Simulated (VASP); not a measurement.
A run of VASP 6.6.1:

INCAR

```
SYSTEM = Se
PREC = Accurate
ENCUT = 520
EDIFF = 1E-6
ISMEAR = -1
SIGMA = 0.1
LREAL = .False.
LASPH = .True.
NELM = 60
ALGO = Normal
ISIF = 2
LWAVE = .False.
LCHARG = .True.
GGA = RP
LELF = .True.
LVHAR = .True.
NBANDS = 9
```

The input KPOINTS:

```
Automatic mesh
0
Gamma
  12 12 12
  0 0 0
```

File POSCAR:

```
Se
1.0
    2.8929260000      0.0000000000      0.0000000000
    0.0000000000      2.8929260000      0.0000000000
    0.0000000000      0.0000000000      2.8929260000
Se
1
Direct
    0.0000000000      0.0000000000      0.0000000000
```

Potentials or basis: VASP PAW PBE potentials, release 64 (Se).

The run is started by

```sh
$ cat potpaw_PBE.64/Se/POTCAR > POTCAR
$ mpirun -np 1 vasp_std > vasp.out
```

Hardware: 1 thread of Intel Xeon 6975P-C (shared host).

Question: Estimate the wall time of this run.

Answer: Wall time 9 s on 1 thread of Intel Xeon 6975P-C, on a shared host, peak memory 0.14 GiB. Counts: scf iterations 11, k points 84.
